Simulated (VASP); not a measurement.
Input of a VASP 6.6.1 run:

Contents of INCAR:

```
SYSTEM = ZnO
PREC = Accurate
ENCUT = 600
EDIFF = 1E-8
ISMEAR = 0
SIGMA = 0.01
LREAL = .False.
LASPH = .True.
NELM = 100
ALGO = Normal
ISIF = 3
LWAVE = .False.
LCHARG = .True.
GGA = CA
NBANDS = 26
IBRION = 6
NFREE = 2
POTIM = 0.015
NSW = 1
```

The input KPOINTS:

```
Automatic mesh
0
Gamma
  8 8 4
  0 0 0
```

POSCAR

```
ZnO
1.0
    3.1871437907      0.0000000000      0.0000000000
   -1.5935718953      2.7601474882      0.0000000000
    0.0000000000      0.0000000000      5.1524394267
Zn O
2 2
Direct
    0.3333333333      0.6666666667      0.5002837912
    0.6666666667      0.3333333333      0.0002837912
    0.6666666667      0.3333333333      0.3787262088
    0.3333333333      0.6666666667      0.8787262088
```

Potentials or basis: VASP PAW LDA potentials, release 64 (Zn, O).

The run is started by

```console
$ cat potpaw_LDA.64/Zn/POTCAR potpaw_LDA.64/O/POTCAR > POTCAR
$ mpirun -np 1 vasp_std > vasp.out
```

Question: Predict the Voigt bulk modulus.

Answer: 165 GPa.

Question: Predict the highest phonon frequency at Γ, LO-TO splitting left out.

Answer: 561 cm⁻¹.

Phonon frequencies in cm⁻¹ (negative: imaginary):
| q point | frequencies |
| --- | --- |
| (0.000, 0.000, 0.000) | 0 0 0 89 89 264 401 420 420 453 453 561 |

Caveat: the cell is under stress, which shifts elastic constants.
